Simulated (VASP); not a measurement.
# Ni (Fm-3m) in VASP: notebook

The runs below take Ni through single point, with PBE.

Program: VASP 6.6.1. These are calculated values, not measurements. Logs are shortened: lines on timing, memory, paths and dates and some standing lists are left out, and cuts for length are marked.

**1. The cell of the first run**

Symmetry: Fm-3m, No. 225, cubic system. The conventional cell has a = 3.517 Å, b = 3.517 Å, c = 3.517 Å, α = 90.00°, β = 90.00°, γ = 90.00°. Within 3.3 Å of Ni (site symmetry m-3m) lie 12 Ni at 2.49 Å.

**2. Single point, PBE, collinear spin, ferromagnetic start**

INCAR

```
PREC = Accurate ; ENCUT = 520
EDIFF = 1E-7 ; ISMEAR = -1
SIGMA = 0.1 ; LREAL = F
LASPH = T ; NELM = 150
ALGO = Normal ; ISIF = 2
LWAVE = F ; LCHARG = F
ISPIN = 2 ; MAGMOM = 1.92
LORBIT = 11 ; NUPDOWN = 1.92
LMAXMIX = 4 ; GGA = PE
NBANDS = 15
```

KPOINTS

```
Automatic mesh
0
Gamma
  12 12 12
```

POSCAR

```
Ni
1.0
    0.0000000000      1.7585000000      1.7585000000
    1.7585000000      0.0000000000      1.7585000000
    1.7585000000      1.7585000000      0.0000000000
Ni
1
Direct
    0.0000000000      0.0000000000      0.0000000000
```

Potentials or basis: VASP PAW PBE potentials, release 64 (Ni).

The run is started by

```console
cat potpaw_PBE.64/Ni/POTCAR > POTCAR
mpirun -np 1 vasp_std > vasp.out
```

OUTCAR:

```text
PREC = Accurate
   ENCUT = 520
   EDIFF = 1E-7
   ISMEAR = -1
   LREAL = F
   LASPH = T
   NELM = 150
   ISIF = 2
   ISPIN = 2
   LORBIT = 11
   NUPDOWN = 1.92
   GGA = PE

 ion  position               nearest neighbor table
   1  0.000  0.000  0.000-

  LATTYP: Found a face centered cubic cell.
 ALAT       =     3.5170000000

  Lattice vectors:

 A1 = (   0.0000000000,   1.7585000000,   1.7585000000)
 A2 = (   1.7585000000,   0.0000000000,   1.7585000000)
 A3 = (   1.7585000000,   1.7585000000,   0.0000000000)

Analysis of symmetry for initial positions (statically):
=====================================================================
 Subroutine PRICEL returns:
 Original cell was already a primitive cell.

 Routine SETGRP: Setting up the symmetry group for a
 face centered cubic supercell.

 Subroutine GETGRP returns: Found 48 space group operations
 (whereof 48 operations were pure point group operations)
 out of a pool of 48 trial point group operations.

The static configuration has the point symmetry O_h .

Analysis of symmetry for dynamics (positions and initial velocities):
=====================================================================
 Subroutine PRICEL returns:
 Original cell was already a primitive cell.

 Routine SETGRP: Setting up the symmetry group for a
 face centered cubic supercell.

 Subroutine GETGRP returns: Found 48 space group operations
 (whereof 48 operations were pure point group operations)
 out of a pool of 48 trial point group operations.

The dynamic configuration has the point symmetry O_h .

Analysis of structural, dynamic, and magnetic symmetry:
=====================================================================
 Subroutine PRICEL returns:
 Original cell was already a primitive cell.

 Routine SETGRP: Setting up the symmetry group for a
 face centered cubic supercell.

 Subroutine GETGRP returns: Found 48 space group operations
 (whereof 48 operations were pure point group operations)
 out of a pool of 48 trial point group operations.

The overall configuration has the point symmetry O_h .

 Subroutine INISYM returns: Found 48 space group operations
 (whereof 48 operations are pure point group operations),
 and found     1 'primitive' translations

----------------------------------------------------------------------------------------

                                     Primitive cell

  volume of cell :      10.8757

  direct lattice vectors                    reciprocal lattice vectors
     0.000000000  1.758500000  1.758500000    -0.284333239  0.284333239  0.284333239
     1.758500000  0.000000000  1.758500000     0.284333239 -0.284333239  0.284333239
     1.758500000  1.758500000  0.000000000     0.284333239  0.284333239 -0.284333239

  length of vectors
     2.486894549  2.486894549  2.486894549     0.492479615  0.492479615  0.492479615

  position of ions in fractional coordinates (direct lattice)
     0.000000000  0.000000000  0.000000000

  ion indices of the primitive-cell ions
   primitive index   ion index
                 1           1

----------------------------------------------------------------------------------------

 KPOINTS: Automatic mesh

Automatic generation of k-mesh.
 Grid dimensions read from file:
 generate k-points for:   12   12   12

 Generating k-lattice:

  Cartesian coordinates                     Fractional coordinates (reciprocal lattice)
    -0.023694437  0.023694437  0.023694437     0.083333333  0.000000000  0.000000000
     0.023694437 -0.023694437  0.023694437     0.000000000  0.083333333  0.000000000
     0.023694437  0.023694437 -0.023694437     0.000000000  0.000000000  0.083333333

  Length of vectors
     0.041039968  0.041039968  0.041039968

  Shift w.r.t. Gamma in fractional coordinates (k-lattice)
     0.000000000  0.000000000  0.000000000

 Subroutine IBZKPT returns following result:
 ===========================================

 Found     72 irreducible k-points:

 Following reciprocal coordinates:
            Coordinates               Weight
  0.000000  0.000000  0.000000      1.000000
  0.083333  0.000000  0.000000      8.000000
  0.166667  0.000000  0.000000      8.000000
  0.250000  0.000000  0.000000      8.000000
  0.333333  0.000000  0.000000      8.000000
  0.416667  0.000000  0.000000      8.000000
[... 16 lines left out ...]
  0.500000  0.166667  0.000000     24.000000
 -0.416667  0.166667  0.000000     24.000000
 [... further k-points ...]
   k-points           NKPTS =     72   k-points in BZ     NKDIM =     72   number of bands    NBANDS=     15
   number of dos      NEDOS =    301   number of ions     NIONS =      1
   total plane-waves  NPLWV =   5832
   dimension x,y,z NGX =    18 NGY =   18 NGZ =   18
   dimension x,y,z NGXF=    36 NGYF=   36 NGZF=   36
   ions per type =               1
   NGX,Y,Z   is equivalent  to a cutoff of  12.03, 12.03, 12.03 a.u.
   NGXF,Y,Z  is equivalent  to a cutoff of  24.07, 24.07, 24.07 a.u.
 SYSTEM =  unknown system
   PREC   = accura    normal or accurate (medium, high low for compatibility)
   ISTART =      0    job   : 0-new  1-cont  2-samecut
   ICHARG =      2    charge: 1-file 2-atom 10-const
   ISPIN  =      2    spin polarized calculation?
   LNONCOLLINEAR =      F non collinear calculations
   LSORBIT =      F    spin-orbit coupling
   LASPH  =      T    aspherical Exc in radial PAW
   ENCUT  =  520.0 eV  38.22 Ry    6.18 a.u.   4.62  4.62  4.62*2*pi/ulx,y,z
   NELM   =    150;   NELMIN=  2; NELMDL= -5     # of ELM steps
   EDIFF  = 0.1E-06   stopping-criterion for ELM
   LREAL  =      F    real-space projection
   EDIFFG = 0.1E-05   stopping-criterion for IOM
   NSW    =      0    number of steps for IOM
   IBRION =     -1    ionic relax: 0-MD 1-quasi-New 2-CG
   NFREE  =      0    steps in history (QN), initial steepest desc. (CG)
   ISIF   =      2    stress and relaxation
   ISYM   =      2    0-nonsym 1-usesym 2-fastsym
   POTIM  = 0.5000    time-step for ionic-motion
   TEBEG  =    0.0;   TEEND  =   0.0 temperature during run
   PSTRESS=    0.0 pullay stress
   NELECT =      10.0000    total number of electrons
   NUPDOWN=       1.9200    fix difference up-down
   EMIN   =  10.00;   EMAX   =-10.00  energy-range for DOS
   EFERMI =   0.00;   METHOD = LEGACY
   ISMEAR =    -1;   SIGMA  =   0.10  broadening in eV -4-tet -1-fermi 0-gaus
   EFERMI_NEDOS =   21; number of points for ismear=-14 and -15
   IALGO  =     38    algorithm
   IMIX   =      4    mixing-type and parameters
     AMIX     =   0.40;   BMIX     =  1.00
     AMIX_MAG =   1.60;   BMIX_MAG =  1.00
  volume/ion in A,a.u.               =      10.88        73.39
  Fermi-wavevector in a.u.,A,eV,Ry     =   1.591924  3.008301 34.480204  2.534224
  Thomas-Fermi vector in A             =   2.690389
   LORBIT       =     11    0 simple, 1 ext, 2 COOP (PROOUT), +10 PAW based schemes
   GGA     = PE    functional components
   LHFCALC =     F    Hartree Fock is set to
   AEXX    =    0.0000 exact exchange contribution
   IVDW    =     0    specifies the selected vdW correction
   LEPSILON=     F    determine dielectric tensor
   LRPA    =     F    only Hartree local field effects (RPA)
 spin polarized calculation
  energy-cutoff  :      520.00
  volume of cell :       10.88
 maximum number of plane-waves:       304
   NGX =  9   NGY =  9   NGZ =  9

 number of electron      10.0000013 magnetization       1.9200003

 Free energy of the ion-electron system (eV)
  ---------------------------------------------------
  ext. energy  EPLUGINS =         0.00000000
  ---------------------------------------------------
  free energy    TOTEN  =        -3.96983550 eV

  energy without entropy =       -3.92513210  energy(sigma->0) =       -3.94748380

 E-fermi :   8.5654     XC(G=0): -13.3461

 val. band max:       14.1845463888   @ k =   0.5000   0.0000   0.0000
 cond. band min:       8.6037094850   @ k =   0.1667   0.1667   0.0000
 fundamental gap:     -5.5808369038
 Fermi energy:        14.2342765693

 spin component 1

 k-point     1 :       0.0000    0.0000    0.0000
  band No.  band energies     occupation
      1      -0.0474      1.00000
      2       5.7177      1.00000
      3       5.7177      1.00000
      4       5.7177      1.00000
      5       6.7272      1.00000
      6       6.7272      1.00000
      7      32.7138      0.00000
      8      36.5480      0.00000
      9      36.5480      0.00000
     10      36.5480      0.00000
     11      39.2820      0.00000
     12      39.2820      0.00000
     13      39.2820      0.00000
     14      42.5236      0.00000
     15      48.6738      0.00000
[... 397 lines left out ...]
 k-point    24 :      -0.4167    0.1667    0.0000
  band No.  band energies     occupation
      1       4.1337      1.00000
      2       5.3654      1.00000
      3       6.0436      1.00000
      4       6.0886      1.00000
      5       7.2712      1.00000
      6      10.7674      1.00000
      7      14.7484      0.00582
      8      25.5550      0.00000
      9      30.3671      0.00000
     10      31.6497      0.00000
     11      40.7528      0.00000
     12      41.2762      0.00000
     13      48.0660      0.00000
     14      50.4878      0.00000
     15      52.0546      0.00000

 [... further k-points ...]

 spin component 2

 k-point     1 :       0.0000    0.0000    0.0000
  band No.  band energies     occupation
      1       0.7512      1.00000
      2       7.4095      0.99999
      3       7.4095      0.99999
      4       7.4095      0.99999
      5       8.4317      0.79211
      6       8.4317      0.79211
      7      33.4821      0.00000
      8      37.3719      0.00000
      9      37.3719      0.00000
     10      37.3719      0.00000
     11      40.2658      0.00000
     12      40.2658      0.00000
     13      40.2658      0.00000
     14      43.3314      0.00000
     15      49.6168      0.00000
[... 397 lines left out ...]
 k-point    24 :      -0.4167    0.1667    0.0000
  band No.  band energies     occupation
      1       5.5307      1.00000
      2       6.9129      1.00000
      3       7.5874      0.99994
      4       7.7067      0.99981
      5       9.0563      0.00733
      6      11.9486      0.00000
      7      15.9512      0.00000
      8      26.5064      0.00000
      9      31.2738      0.00000
     10      32.5130      0.00000
     11      41.6536      0.00000
     12      42.1549      0.00000
     13      49.1244      0.00000
     14      51.8010      0.00000
     15      53.0727      0.00000

 [... further k-points ...]
[... 5 lines left out ...]
  --------------------------------------------------------------------------------------
  -------------------------------------------------------------------------------------
  Total        1.6371869      1.6371869      1.6371869      0.0000000      0.0000000     -0.0000000
  in kB      241.1857909    241.1857909    241.1857909      0.0000000      0.0000000     -0.0000000
  external PRESSURE =     241.1857909 kB  Pullay stress =       0.0000000 kB

 VOLUME and BASIS-vectors are now :
 -----------------------------------------------------------------------------
  energy-cutoff  :      520.00
  volume of cell :       10.88
      direct lattice vectors                 reciprocal lattice vectors
     0.000000000  1.758500000  1.758500000    -0.284333239  0.284333239  0.284333239
     1.758500000  0.000000000  1.758500000     0.284333239 -0.284333239  0.284333239
     1.758500000  1.758500000  0.000000000     0.284333239  0.284333239 -0.284333239

 POSITION                                       TOTAL-FORCE (eV/Angst)
 -----------------------------------------------------------------------------------
      0.00000      0.00000      0.00000         0.000000     -0.000000      0.000000
 -----------------------------------------------------------------------------------
    total drift:                                0.000000     -0.000000     -0.000000

  FREE ENERGIE OF THE ION-ELECTRON SYSTEM (eV)
  ---------------------------------------------------
  free  energy   TOTEN  =        -3.9698354988 eV

  energy  without entropy=       -3.9251320953  energy(sigma->0) =       -3.94748380

 total charge

# of ion       s       p       d       tot
------------------------------------------
    1        0.535   0.654   8.060   9.249

 magnetization (x)

# of ion       s       p       d       tot
------------------------------------------
    1        0.062   0.216   1.528   1.806
```

Wall time 33 s (1 thread of Intel Xeon Platinum 8375C at 2.90GHz (Ice Lake), shared host); peak memory 0.14 GiB.

What came out:

- Free energy: -3.9698 eV
- Pressure: 24.1 GPa
- Net moment: 1.92 μB per cell
- Site moments: Ni +1.81 μB
- Valence electrons inside the program's atomic spheres: Ni 9.25

Caveat: the total moment is fixed, so each spin has its own Fermi level.

**3. Single point, PBE, collinear spin, ferromagnetic start**

INCAR

```
SYSTEM = Ni
ALGO = Normal
EDIFF = 1E-6
ENCUT = 520
GGA = PE
ISIF = 2
ISMEAR = -1
ISPIN = 2
LASPH = .True.
LCHARG = .False.
LMAXMIX = 4
LORBIT = 11
LREAL = .False.
LWAVE = .False.
MAGMOM = 0.24
NBANDS = 15
NELM = 150
NUPDOWN = 0.24
PREC = Accurate
SIGMA = 0.1
```

KPOINTS

```
k-points
0
Gamma
  12 12 12
  0 0 0
```

POSCAR is that of step 2.

Potentials or basis: VASP PAW PBE potentials, release 64 (Ni).

The run is started by

```console
cat potpaw_PBE.64/Ni/POTCAR > POTCAR
mpirun -np 1 vasp_std > vasp.out
```

Run time: 28 s. Hardware: 1 thread of Intel Xeon Platinum 8375C at 2.90GHz (Ice Lake), shared host; peak memory 0.13 GiB.

The run converged. Its results:

```
Free energy                                           : -5.4759 eV
Pressure                                              : -0.4 GPa
Net moment                                            : 0.24 μB per cell
Site moments                                          : Ni +0.25 μB
Valence electrons inside the program's atomic spheres : Ni 9.31
```

Caveat: the total moment is fixed, so each spin has its own Fermi level.

**4. Single point, PBE, collinear spin, ferromagnetic start**

INCAR

```
SYSTEM = Ni
PREC = Accurate
ENCUT = 520
EDIFF = 1E-6
ISMEAR = -1
SIGMA = 0.1
LREAL = .FALSE.
LASPH = .TRUE.
NELM = 150
ALGO = Normal
ISIF = 2
LWAVE = .FALSE.
LCHARG = .FALSE.
ISPIN = 2
MAGMOM = 0.72
LORBIT = 11
NUPDOWN = 0.72
LMAXMIX = 4
GGA = PE
NBANDS = 15
```

KPOINTS

```
regular mesh
0
G
  12 12 12
  0 0 0
```

POSCAR is that of step 3.

The run is started by

```console
cat potpaw_PBE.64/Ni/POTCAR > POTCAR
mpirun -np 1 vasp_std > vasp.out
```

Wall time 30 s (1 thread of Intel Xeon Platinum 8375C at 2.90GHz (Ice Lake), shared host); peak memory 0.13 GiB.

The run converged. Its results:

| Quantity | Value |
| --- | --- |
| Free energy | -5.4936 eV |
| Pressure | 1.3 GPa |
| Net moment | 0.72 μB per cell |
| Site moments | Ni +0.73 μB |
| Valence electrons inside the program's atomic spheres | Ni 9.31 |

Caveat: the total moment is fixed, so each spin has its own Fermi level.

**5. Single point, PBE, collinear spin, ferromagnetic start**

INCAR

```
SYSTEM = Ni
ALGO = Normal
EDIFF = 1E-7
ENCUT = 520
GGA = PE
ISIF = 2
ISMEAR = -1
ISPIN = 2
LASPH = .TRUE.
LCHARG = .FALSE.
LMAXMIX = 4
LORBIT = 11
LREAL = .FALSE.
LWAVE = .FALSE.
MAGMOM = 1.2
NBANDS = 15
NELM = 150
NUPDOWN = 1.2
PREC = Accurate
SIGMA = 0.1
```

KPOINTS

```
k-points
0
G
  12 12 12
  0 0 0
```

POSCAR is that of step 4.

Potentials or basis: VASP PAW PBE potentials, release 64 (Ni).

The run is started by

```console
cat potpaw_PBE.64/Ni/POTCAR > POTCAR
mpirun -np 1 vasp_std > vasp.out
```

OUTCAR:

```text
SYSTEM = Ni
   EDIFF = 1E-7
   ENCUT = 520
   GGA = PE
   ISIF = 2
   ISMEAR = -1
   ISPIN = 2
   LASPH = .TRUE.
   LORBIT = 11
   LREAL = .FALSE.
   NELM = 150
   NUPDOWN = 1.2
   PREC = Accurate

 ion  position               nearest neighbor table
   1  0.000  0.000  0.000-

  LATTYP: Found a face centered cubic cell.
 ALAT       =     3.5170000000

  Lattice vectors:

 A1 = (   0.0000000000,   1.7585000000,   1.7585000000)
 A2 = (   1.7585000000,   0.0000000000,   1.7585000000)
 A3 = (   1.7585000000,   1.7585000000,   0.0000000000)

Analysis of symmetry for initial positions (statically):
=====================================================================
 Subroutine PRICEL returns:
 Original cell was already a primitive cell.

 Routine SETGRP: Setting up the symmetry group for a
 face centered cubic supercell.

 Subroutine GETGRP returns: Found 48 space group operations
 (whereof 48 operations were pure point group operations)
[... 629 lines left out ...]
      8      37.0866      0.00000
      9      37.0867      0.00000
     10      37.0867      0.00000
     11      40.0980      0.00000
     12      40.0980      0.00000
     13      40.0980      0.00000
     14      42.9312      0.00000
[... 403 lines left out ...]
      4       7.9573      0.99999
      5       9.3932      0.07515
      6      11.9366      0.00000
      7      15.9506      0.00000
      8      26.3038      0.00000
      9      31.0789      0.00000
     10      32.2407      0.00000
     11      41.4343      0.00000
     12      41.8735      0.00000
     13      48.9385      0.00000
     14      51.6537      0.00000
     15      52.8688      0.00000

 [... further k-points ...]

------------------------ aborting loop because EDIFF is reached ----------------------------------------

  FORCE on cell =-STRESS in cart. coord.  units (eV):
  Direction    XX          YY          ZZ          XY          YZ          ZX
  --------------------------------------------------------------------------------------
  -------------------------------------------------------------------------------------
  Total        0.4608828      0.4608828      0.4608828      0.0000000     -0.0000000     -0.0000000
  in kB       67.8959622     67.8959622     67.8959622      0.0000000     -0.0000000     -0.0000000
  external PRESSURE =      67.8959622 kB  Pullay stress =       0.0000000 kB

 VOLUME and BASIS-vectors are now :
 -----------------------------------------------------------------------------
  energy-cutoff  :      520.00
  volume of cell :       10.88
      direct lattice vectors                 reciprocal lattice vectors
     0.000000000  1.758500000  1.758500000    -0.284333239  0.284333239  0.284333239
     1.758500000  0.000000000  1.758500000     0.284333239 -0.284333239  0.284333239
     1.758500000  1.758500000  0.000000000     0.284333239  0.284333239 -0.284333239

 POSITION                                       TOTAL-FORCE (eV/Angst)
 -----------------------------------------------------------------------------------
      0.00000      0.00000      0.00000         0.000000      0.000000      0.000000
 -----------------------------------------------------------------------------------
    total drift:                                0.000000     -0.000000      0.000000

  FREE ENERGIE OF THE ION-ELECTRON SYSTEM (eV)
  ---------------------------------------------------
  free  energy   TOTEN  =        -5.2497030807 eV

  energy  without entropy=       -5.2037160764  energy(sigma->0) =       -5.22670958

 total charge

# of ion       s       p       d       tot
------------------------------------------
    1        0.519   0.544   8.226   9.290

 magnetization (x)

# of ion       s       p       d       tot
------------------------------------------
    1        0.021   0.040   1.114   1.175
```

stdout:

```text
POSCAR found type information on POSCAR Ni
 POSCAR found :  1 types and       1 ions
 scaLAPACK will be used
 LDA part: xc-table for (Slater+PW92), standard interpolation
 POSCAR, INCAR and KPOINTS ok, starting setup
 FFT: planning ... GRIDC
 FFT: planning ... GRID_SOFT
 FFT: planning ... GRID
 WAVECAR not read
 entering main loop
```

Wall time 36 s (1 thread of Intel Xeon Platinum 8375C at 2.90GHz (Ice Lake), shared host); peak memory 0.13 GiB.

What came out:

```yaml
Free_energy: -5.2497 eV
Pressure: 6.8 GPa
Net_moment: 1.20 μB per cell
Site_moments: Ni +1.18 μB
Valence_electrons_inside_the_program's_atomic_spheres: Ni 9.29
```

Caveat: the total moment is fixed, so each spin has its own Fermi level.

**6. The runs side by side**

```tsv
fixed moment (μB)	pressure (GPa)	moment (μB)
1.92	24.1	1.92
0.24	-0.4	0.24
0.72	1.3	0.72
1.2	6.8	1.20
```

Alike in all rows: task single point; level PBE; potentials or basis VASP PAW PBE potentials, release 64 (Ni); spin collinear, ferromagnetic start; cell as given; k mesh 12 × 12 × 12; cutoff (eV) 520; smearing fermi-dirac 0.1 eV.

Caveats: the total moment is fixed, so each spin has its own Fermi level.

Absolute energies hang on the potentials; compare differences alone.
